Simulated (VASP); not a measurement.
A run of VASP 6.6.1 is set up as follows.

INCAR

```
SYSTEM = CdAu
PREC = Accurate
ENCUT = 600
EDIFF = 1E-7
ISMEAR = 0
SIGMA = 0.1
LREAL = .False.
LASPH = .True.
NELM = 100
ALGO = Fast
ISIF = 3
LWAVE = .False.
LCHARG = .False.
GGA = PS
IBRION = 2
NSW = 100
EDIFFG = -0.005
```

The input KPOINTS:

```
Automatic mesh
0
Gamma
  12 12 12
  0 0 0
```

POSCAR

```
CdAu
1.0
    3.3200000000      0.0000000000      0.0000000000
    0.0000000000      3.3200000000      0.0000000000
    0.0000000000      0.0000000000      3.3200000000
Cd Au
1 1
Direct
    0.5000000000      0.5000000000      0.5000000000
    0.0000000000      0.0000000000      0.0000000000
```

Potentials or basis: VASP PAW PBE potentials, release 64 (Cd, Au).

Command:

```bash
$ cat potpaw_PBE.64/Cd/POTCAR potpaw_PBE.64/Au/POTCAR > POTCAR
$ mpirun -np 1 vasp_std > vasp.out
```

(1) Estimate the space group after relaxing (to 0.1 Å).

(2) What does it give for the relaxed volume?

Answers

(1) Pm-3m (No. 221).

(2) 18.33 Å³/atom.

Caveat: the PAW data sets were made with another functional, which shifts forces and pressure a little.
